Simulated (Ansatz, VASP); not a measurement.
**CdS: VASP beside Ansatz**

```
Cd S
1.0
     4.12296    0.00000    0.00000
    -2.06148    3.57058    0.00000
     0.00000    0.00000    6.69835
Cd S
2 2
Direct
  0.33333 0.66667 0.99904
  0.66667 0.33333 0.49904
  0.33333 0.66667 0.37596
  0.66667 0.33333 0.87596
```

Change from the starting cell: hydrostatic strain -1.0%.

Alike in both runs: task single point; functional PBE; k mesh 12 × 12 × 4; occupations fermi-dirac, width 0.02 eV; no spin polarisation.

|  | VASP | Ansatz |
| --- | --- | --- |
| version | VASP 6.6.1 | Ansatz 0.2.0 |
| potentials or method | VASP PAW PBE potentials, release 64 (Cd, S) | plane waves, PAW |
| plane-wave cutoff (eV) | 520 | 420 |
| valence electrons in the cell | 36 | 52 |

|  | VASP | Ansatz | Ansatz less VASP |
| --- | --- | --- | --- |
| gap on the k mesh at the Fermi level (eV) | 1.25 | 1.24 | -0.004 |
| pressure (GPa) | 3.7 | 3.3 | -0.38 |
| traceless stress, the component that is largest in VASP (GPa) | 0.05 | 0.05 | -0.001 |

VASP's potentials hold 36 valence electrons a cell and Ansatz's 52, so a difference there can come from the potentials and not from the codes.
